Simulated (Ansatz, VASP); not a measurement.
# CeO2: VASP beside Ansatz

The input POSCAR:

```
CeO2
1.0
   -0.0123049433      2.7278847181      2.7011864838
    2.7662211253      0.0111475028      2.6777340377
    2.7608796090      2.6990907557      0.0164890190
Ce O
1 2
Direct
    0.0106578059     -0.0039765637     -0.0011502112
    0.2485834596      0.2540267904      0.2542594628
    0.7407587346      0.7499497733      0.7468907484
```

Contents of INCAR.step1:

```
SYSTEM = CeO2
ALGO     = Normal         ! electronic algorithm
EDIFF    = 1E-4           ! SCF threshold, eV
ENCUT    = 520            ! plane-wave cutoff, eV
GGA      = PE             ! functional
ISMEAR   = 0              ! smearing method
LASPH    = .TRUE.         ! aspherical terms in the spheres
LCHARG   = .FALSE.        ! write CHGCAR
LREAL    = .FALSE.        ! projectors in reciprocal space
LWAVE    = .TRUE.         ! write WAVECAR
NBANDS   = 19             ! bands
NELM     = 100            ! most SCF steps
PREC     = Accurate       ! precision mode
SIGMA    = 0.05           ! smearing width, eV
```

Contents of INCAR.step2:

```
SYSTEM = CeO2
ALGO     = Normal         ! electronic algorithm
EDIFF    = 1E-7           ! SCF threshold, eV
ENCUT    = 520            ! plane-wave cutoff, eV
ISIF     = 2              ! what is computed and relaxed
ISMEAR   = 0              ! smearing method
ISTART   = 1            
LASPH    = .TRUE.         ! aspherical terms in the spheres
LCHARG   = .FALSE.        ! write CHGCAR
LMIXTAU  = .TRUE.       
LREAL    = .FALSE.        ! projectors in reciprocal space
LWAVE    = .FALSE.        ! write WAVECAR
METAGGA  = R2SCAN         ! meta-GGA
NBANDS   = 19             ! bands
NELM     = 100            ! most SCF steps
PREC     = Accurate       ! precision mode
SIGMA    = 0.05           ! smearing width, eV
```

File KPOINTS:

```
k-points
0
G
  8 8 8
  0 0 0
```

Input for Ansatz:

```yaml
crystal:
  lattice:
    - [-0.0123049433, 2.7278847181, 2.7011864838]
    - [2.7662211253, 0.0111475028, 2.6777340377]
    - [2.760879609, 2.6990907557, 0.016489019]
  atoms:
    - { symbol: Ce, position: [0.0106578059, -0.0039765637, -0.0011502112] }
    - { symbol: O, position: [0.2485834596, 0.2540267904, 0.2542594628] }
    - { symbol: O, position: [0.7407587346, 0.7499497733, 0.7468907484] }
basis:
  ecutwfc: 500
  ecutrho_ratio: 4
kpoints:
  mp_grid: { grid: [8, 8, 8] }
hamiltonian:
  xc: r2scan
scf:
  occupations: { method: gaussian, width: 0.05 }
output:
  forces: true
  stress: true
  eigenvalues: true
```

Change from the starting cell: all atoms moved at random (sigma 0.03 Å), cell strained at random (1 %).

Alike in both runs: task single point; functional r2SCAN; k mesh 8 × 8 × 8; occupations gaussian, width 0.05 eV; no spin polarisation.

```csv
,VASP,Ansatz
version,VASP 6.6.1,Ansatz 0.2.0
potentials or method,"VASP PAW PBE potentials, release 64 (Ce, O), cutoff 520 eV","scalar-relativistic, plane waves, PAW"
valence electrons in the cell,24,24
```

Ansatz gave:

| Quantity | Value |
| --- | --- |
| gap on the k mesh at the Fermi level (eV) | 2.16 |
| least direct gap on the mesh (eV) | 2.29 |
| pressure (GPa) | 0.2 |
| traceless stress, the component that is largest in VASP (GPa) | -4.74 |
| rms of the force components (eV/Å) | 0.215 |

Question: Which values does VASP return?

Answer: gap on the k mesh at the Fermi level (eV): 2.12; least direct gap on the mesh (eV): 2.25; pressure (GPa): 0.0; traceless stress, the component that is largest in VASP (GPa): -4.71; rms of the force components (eV/Å): 0.217.

VASP's potentials were made for PBE, not for r2SCAN. Atom by atom the forces differ by 0.003 eV/Å (rms over components).

Neither program's run includes spin-orbit coupling.
